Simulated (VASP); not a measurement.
# Si (Fd-3m) in VASP: settings compared, part 2 of 2

VASP 6.6.1. The steps go on from the part before.

### 4 Single point, B3LYP

Input file POSCAR:

```
Si
1.0
    3.8375530000      0.0000000000      0.0000000000
    1.9187765000      3.3234183864      0.0000000000
    1.9187765000      1.1078061288      3.1333489036
Si
2
Direct
    0.7500000000      0.7500000000      0.7500000000
    0.5000000000      0.5000000000      0.5000000000
```

Input file INCAR.step1:

```
SYSTEM = Si
ALGO     = Normal         ! electronic algorithm
EDIFF    = 1E-5           ! SCF threshold, eV
ENCUT    = 400            ! plane-wave cutoff, eV
GGA      = PE             ! functional
GGA_COMPAT= .False.      
ISIF     = 2              ! what is computed and relaxed
ISMEAR   = 0              ! smearing method
LASPH    = .True.         ! aspherical terms in the spheres
LCHARG   = .False.        ! write CHGCAR
LREAL    = .False.        ! projectors in reciprocal space
LWAVE    = .True.         ! write WAVECAR
NBANDS   = 11             ! bands
NELM     = 120            ! most SCF steps
PREC     = Accurate       ! precision mode
SIGMA    = 0.01           ! smearing width, eV
```

Input file INCAR.step2:

```
SYSTEM = Si
AEXX     = 0.2            ! exact-exchange fraction
AGGAC    = 0.81         
AGGAX    = 0.72         
ALDAC    = 0.19         
ALGO     = Normal         ! electronic algorithm
EDIFF    = 1E-6           ! SCF threshold, eV
ENCUT    = 400            ! plane-wave cutoff, eV
GGA      = B3             ! functional
GGA_COMPAT= .False.      
ISIF     = 2              ! what is computed and relaxed
ISMEAR   = 0              ! smearing method
ISTART   = 1            
LASPH    = .True.         ! aspherical terms in the spheres
LCHARG   = .False.        ! write CHGCAR
LHFCALC  = .True.         ! exact exchange
LREAL    = .False.        ! projectors in reciprocal space
LWAVE    = .False.        ! write WAVECAR
NBANDS   = 11             ! bands
NELM     = 120            ! most SCF steps
PREC     = Accurate       ! precision mode
PRECFOCK = Normal       
SIGMA    = 0.01           ! smearing width, eV
```

Input file KPOINTS:

```
k-points
0
Gamma
  4 4 4
  0 0 0
```

Potentials or basis: VASP PAW PBE potentials, release 64 (Si).

Run with:

```bash
$ cat potpaw_PBE.64/Si/POTCAR > POTCAR
$ cp INCAR.step1 INCAR
$ mpirun -np 1 vasp_std > vasp.out
$ cp INCAR.step2 INCAR
$ mpirun -np 1 vasp_std > vasp.out
```

OUTCAR:

```text
SYSTEM = Si
   AEXX = 0.2
   EDIFF = 1E-6
   ENCUT = 400
   GGA = B3
   ISIF = 2
   ISMEAR = 0
   ISTART = 1
   LASPH = .True.
   LHFCALC = .True.
   LREAL = .False.
   NELM = 120
   PREC = Accurate
   PRECFOCK = Normal

 ion  position               nearest neighbor table
   1  0.750  0.750  0.750-   2 2.35   2 2.35   2 2.35   2 2.35
   2  0.500  0.500  0.500-   1 2.35   1 2.35   1 2.35   1 2.35

  LATTYP: Found a face centered cubic cell.
 ALAT       =     5.4271194990

  Lattice vectors:

 A1 = (   3.8375530000,   0.0000000000,   0.0000000000)
 A2 = (   1.9187765000,   3.3234183864,   0.0000000000)
 A3 = (   1.9187765000,   1.1078061288,   3.1333489036)

Analysis of symmetry for initial positions (statically):
=====================================================================
 Subroutine PRICEL returns:
 Original cell was already a primitive cell.

 Routine SETGRP: Setting up the symmetry group for a
 face centered cubic supercell.

 Subroutine GETGRP returns: Found 48 space group operations
 (whereof 24 operations were pure point group operations)
 out of a pool of 48 trial point group operations.

The static configuration has the point symmetry T_d .
 The point group associated with its full space group is O_h .

Analysis of symmetry for dynamics (positions and initial velocities):
=====================================================================
 Subroutine PRICEL returns:
 Original cell was already a primitive cell.

 Routine SETGRP: Setting up the symmetry group for a
 face centered cubic supercell.

 Subroutine GETGRP returns: Found 48 space group operations
 (whereof 24 operations were pure point group operations)
 out of a pool of 48 trial point group operations.

The dynamic configuration has the point symmetry T_d .
 The point group associated with its full space group is O_h .

 Subroutine INISYM returns: Found 48 space group operations
 (whereof 24 operations are pure point group operations),
 and found     1 'primitive' translations

----------------------------------------------------------------------------------------
[... 113 lines left out ...]
   LEPSILON=     F    determine dielectric tensor
   LRPA    =     F    only Hartree local field effects (RPA)
 non-spin polarized calculation
 Gauss-broadening in eV      SIGMA  =   0.01
  energy-cutoff  :      400.00
  volume of cell :       39.96
 maximum number of plane-waves:       740
 NGX is ok and might be reduce to    28
  NGX = 20; NGY = 20; NGZ = 20

 number of electron       8.0000001 magnetization

 Free energy of the ion-electron system (eV)
  ---------------------------------------------------
  ext. energy  EPLUGINS =         0.00000000
  ---------------------------------------------------
  free energy    TOTEN  =       -11.71860295 eV

  energy without entropy =      -11.71860295  energy(sigma->0) =      -11.71860295

 E-fermi :   5.5325     XC(G=0):  -7.3910

 val. band max:        5.4569208810   @ k =   0.0000   0.0000   0.0000
 cond. band min:       7.4931955442   @ k =   0.5000   0.5000   0.0000
 fundamental gap:      2.0362746632
 Fermi energy:         5.5324564478

 k-point     1 :       0.0000    0.0000    0.0000
  band No.  band energies     occupation
      1      -7.5168      2.00000
      2       5.4569      2.00000
      3       5.4569      2.00000
      4       5.4569      2.00000
      5       9.4007      0.00000
      6       9.4007      0.00000
      7       9.4007      0.00000
      8      10.2261      0.00000
      9      14.8735      0.00000
     10      14.8735      0.00000
     11      15.0280      0.00000
[... 85 lines left out ...]
 k-point     8 :      -0.2500    0.5000    0.2500
  band No.  band energies     occupation
      1      -2.8560      2.00000
      2      -2.8560      2.00000
      3       1.4548      2.00000
      4       1.4548      2.00000
      5      11.1637      0.00000
      6      11.1637      0.00000
      7      12.0093      0.00000
      8      12.0093      0.00000
      9      17.8459      0.00000
     10      17.8459      0.00000
     11      20.3712      0.00000

------------------------ aborting loop because EDIFF is reached ----------------------------------------

  FORCE on cell =-STRESS in cart. coord.  units (eV):
  Direction    XX          YY          ZZ          XY          YZ          ZX
  --------------------------------------------------------------------------------------
  -------------------------------------------------------------------------------------
  Total        0.8768978      0.8768978      0.8768978     -0.0000000     -0.0000000     -0.0000000
  in kB       35.1569663     35.1569663     35.1569663     -0.0000000     -0.0000000     -0.0000000
  external PRESSURE =      35.1569663 kB  Pullay stress =       0.0000000 kB

 VOLUME and BASIS-vectors are now :
 -----------------------------------------------------------------------------
  energy-cutoff  :      400.00
  volume of cell :       39.96
      direct lattice vectors                 reciprocal lattice vectors
     3.837553000  0.000000000  0.000000000     0.260582720 -0.150447504 -0.106382450
     1.918776500  3.323418386  0.000000000     0.000000000  0.300895007 -0.106382450
     1.918776500  1.107806129  3.133348904     0.000000000  0.000000000  0.319147350

 POSITION                                       TOTAL-FORCE (eV/Angst)
 -----------------------------------------------------------------------------------
      5.75633      3.32342      2.35001        -0.000000      0.000000      0.000000
      3.83755      2.21561      1.56667         0.000000     -0.000000     -0.000000
 -----------------------------------------------------------------------------------
    total drift:                               -0.000000     -0.000000      0.000000

  FREE ENERGIE OF THE ION-ELECTRON SYSTEM (eV)
  ---------------------------------------------------
  free  energy   TOTEN  =       -11.7186029481 eV

  energy  without entropy=      -11.7186029481  energy(sigma->0) =      -11.71860295
```

OUTCAR.step1:

```text
SYSTEM = Si
   EDIFF = 1E-5
   ENCUT = 400
   GGA = PE
   ISIF = 2
   ISMEAR = 0
[... 318 lines left out ...]
      5.75633      3.32342      2.35001         0.000000      0.000000      0.000000
      3.83755      2.21561      1.56667        -0.000000     -0.000000     -0.000000
 -----------------------------------------------------------------------------------
    total drift:                               -0.000000     -0.000000      0.000000

  FREE ENERGIE OF THE ION-ELECTRON SYSTEM (eV)
  ---------------------------------------------------
  free  energy   TOTEN  =       -10.6553132643 eV

  energy  without entropy=      -10.6553132643  energy(sigma->0) =      -10.65531326
```

It took 54 s on 1 thread of Intel Xeon Platinum 8375C at 2.90GHz (Ice Lake), shared host; peak memory 0.14 GiB.

Results:

```
Free energy            : -11.7186 eV
Pressure               : 3.5 GPa
Band gap on the k mesh : 2.04 eV (least direct gap 3.94 eV)
```

Caveat: the k points lie up to 0.50 Å⁻¹ apart; the PAW data sets were made with another functional, which shifts forces and pressure a little.

### 5 The runs side by side

| level | cutoff (eV) | grid for exact exchange (PRECFOCK) | share of exact exchange | gap on the mesh (eV) | pressure (GPa) |
| --- | --- | --- | --- | --- | --- |
| PBE | 500 | - | - | 0.69 | 2.8 |
| PBE0 | 400 | Normal | 0.25 | 2.06 | 0.7 |
| B3LYP | 400 | Normal | 0.2 | 2.04 | 3.5 |

Alike in all rows: task single point; potentials or basis VASP PAW PBE potentials, release 64 (Si); no spin polarisation; cell as given; k mesh 4 × 4 × 4; smearing gaussian 0.01 eV.

Caveats: all runs use coarse meshes; the PAW data sets were made with another functional, which shifts forces and pressure a little (at least some runs).

Total energies depend on the potentials used, so only differences within one code and one set of settings carry meaning.
